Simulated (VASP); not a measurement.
## TiO: single point with PBEsol+D4

TiO:

```
Ti O
1.0
     2.80969    0.00000    0.00000
    -1.40484    2.43326    0.00000
     0.00000    0.00000    5.43246
Ti O
2 2
Direct
  0.33333 0.66667 0.25000
  0.66667 0.33333 0.75000
  0.00000 0.00000 0.00000
  0.00000 0.00000 0.50000
```

| Quantity | Value |
| --- | --- |
| Program | VASP 6.6.1 |
| Task | single point |
| Functional | PBEsol |
| Dispersion | D4 |
| Potentials or basis | VASP PAW PBE potentials, release 64 (Ti_sv, O) |
| Cutoff | 520 eV |
| k mesh | 18 × 18 × 8 |
| Occupations | gaussian, width 0.1 eV |
| Spin | no spin polarisation |

The pressure is 0.8 GPa and the band gap on the k mesh is zero (band 18 reaches 12.05 eV, above the bottom of band 19 at 11.73 eV). The dispersion energy per atom is -0.149 eV.

Stress tensor (GPa, compression positive):
```
0.75 0.00 0.00
0.00 0.75 0.00
0.00 0.00 0.92
```

Levels at points of the mesh, in eV from the Fermi level:
```csv
k point,band 15,band 16,band 17,band 18,band 19,band 20,band 21,band 22
"(0.00, 0.00, 0.00)",-5.71,-5.49,-2.16,-0.30,-0.30,0.07,0.74,0.74
"(0.50, 0.00, 0.00)",-6.08,-5.83,-3.02,0.02,0.72,1.48,2.16,2.42
"(0.00, 0.00, 0.50)",-6.02,-6.02,-0.61,-0.61,0.64,0.64,0.64,0.64
"(0.50, 0.00, 0.50)",-6.55,-6.55,-1.47,-1.47,1.98,1.98,2.23,2.23
```

Wall time 100 s on 1 thread of AMD EPYC 9R45 96-Core Processor (Zen 5), with other jobs on the host, peak memory 0.24 GiB.

Caveat: the PAW data sets were made with another functional, which shifts forces and pressure a little; semilocal functionals often make such compounds metallic where correlation or magnetic order opens a gap, which also shifts bond lengths; pairwise dispersion overbinds metals, which lowers pressure and volume.
